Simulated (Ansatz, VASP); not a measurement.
**One calculation of La, two programs**

The input INCAR:

```
ALGO     = Fast           # electronic algorithm
EDIFF    = 1E-7           # SCF threshold, eV
ENCUT    = 520            # plane-wave cutoff, eV
GGA      = PE             # functional
ISIF     = 2              # what is computed and relaxed
ISMEAR   = 0              # smearing method
LASPH    = True           # aspherical terms in the spheres
LCHARG   = True           # write CHGCAR
LELF     = True           # ELF
LREAL    = False          # projectors in reciprocal space
LVHAR    = True         
LWAVE    = False          # write WAVECAR
NBANDS   = 12             # bands
NELM     = 80             # most SCF steps
PREC     = Accurate       # precision mode
SIGMA    = 0.1            # smearing width, eV
```

The input KPOINTS:

```
k-points
0
Gamma
  4 4 4
```

File POSCAR:

```
La
1.0
    4.0677795400      0.0000000000      0.0000000000
    0.0000000000      4.0677795400      0.0000000000
    0.0000000000      0.0000000000      4.0602067100
La
1
Direct
    0.0000000000      0.0000000000      0.5000000000
```

Input for Ansatz:

```yaml
crystal:
  lattice:
    - [4.06777954, 0.0, 0.0]
    - [0.0, 4.06777954, 0.0]
    - [0.0, 0.0, 4.06020671]
  atoms:
    - { symbol: La, position: [0.0, 0.0, 0.5] }
basis:
  ecutwfc: 420
kpoints:
  mp_grid: { grid: [4, 4, 4] }
hamiltonian:
  xc: pbe
scf:
  occupations: { method: gaussian, width: 0.1 }
  lower_state_search: "off"
output:
  forces: true
  stress: true
  eigenvalues: true
```

Alike in both runs: task single point; functional PBE; k mesh 4 × 4 × 4; occupations gaussian, width 0.1 eV; no spin polarisation.

|  | VASP | Ansatz |
| --- | --- | --- |
| version | VASP 6.6.1 | Ansatz 0.2.0 |
| potentials or method | VASP PAW PBE potentials, release 64 (La), cutoff 520 eV | scalar-relativistic, plane waves, PAW |
| valence electrons in the cell | 11 | 11 |

|  | VASP | Ansatz | Ansatz less VASP |
| --- | --- | --- | --- |
| gap on the k mesh at the Fermi level (eV) | none | none | - |
| pressure (GPa) | -5.4 | -5.4 | +0.02 |

A gap of «none» marks a metal or a gap that the smearing closes. The functional is the same, so the differences come from potentials, cutoffs and numerics.

The k mesh is coarse, so the values compare programs but aren't converged. Spin-orbit coupling is off throughout.
